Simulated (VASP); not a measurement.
TiO2: single point with r2SCAN

Crystal: TiO2.

```xyz
6
Lattice="2.7060 -2.7067 0.0000 2.7060 2.7067 0.0000 -2.6335 0.0000 4.7966" Properties=species:S:1:pos:R:3 pbc="T T T"
Ti    2.0477    1.9807    1.1992
Ti    0.7309   -1.9807    3.5975
O    -0.6205   -0.6563    3.2001
O     3.3990    0.6563    1.5966
O     2.0823   -0.6563    3.9949
O     0.6963    0.6563    0.8018
```

```json
{
  "Program": "VASP 6.6.1",
  "Task": "single point",
  "Functional": "r2SCAN",
  "Potentials or basis": "VASP PAW PBE potentials, release 64 (Ti_sv, O)",
  "Cutoff": "520 eV",
  "k mesh": "6 × 6 × 6",
  "Occupations": "gaussian, width 0.02 eV",
  "Spin": "no spin polarisation",
  "Dipole correction": "no",
  "Further INCAR settings": "ALGO = Normal; EDIFF = 1e-06; NBANDS = 33"
}
```

The pressure is -5.2 GPa, the largest force is 0.199 eV/Å and the band gap on the k mesh is 2.46 eV (least direct gap 2.82 eV).

Forces in eV/Å, atoms in the order of the input:
```
Ti   0.000  0.095  0.000
Ti   0.000 -0.095  0.000
O   -0.004 -0.030 -0.196
O    0.004  0.030  0.196
O    0.004 -0.030  0.196
O   -0.004  0.030 -0.196
```

Stress tensor (GPa, compression positive):
```
-5.24  0.00 -0.23
 0.00 -5.28  0.00
-0.23  0.00 -5.21
```

Levels at points of the mesh, in eV from the valence-band top:
```csv
k point,band 20,band 21,band 22,band 23,band 24,band 25,band 26,band 27,band 28,band 29
"(0.00, 0.00, 0.00)",-0.83,-0.79,-0.76,-0.46,-0.45,2.46,3.18,4.21,4.22,4.26
"(0.50, 0.00, 0.00)",-2.00,-1.86,-0.93,-0.91,-0.66,3.61,3.75,3.76,4.01,4.49
"(0.50, 0.50, 0.00)",-2.49,-2.19,-1.89,-0.02,0.00,3.61,3.65,3.90,4.24,5.09
"(0.00, 0.00, 0.50)",-1.38,-1.29,-1.29,-0.15,-0.15,2.81,2.81,4.05,4.05,4.46
"(0.50, 0.00, 0.50)",-1.90,-1.89,-0.91,-0.91,-0.66,3.46,3.84,3.88,3.88,4.57
"(0.50, 0.50, 0.50)",-2.64,-2.04,-2.04,-0.02,-0.02,3.63,3.63,4.08,4.08,5.11
```

It took 15 min on 1 thread of Intel Xeon 8259CL, on a shared host, peak memory 0.24 GiB.

Caveat: the cell stands under tension; the PAW data sets were made with another functional, which shifts forces and pressure a little. A k mesh can miss the band edges.
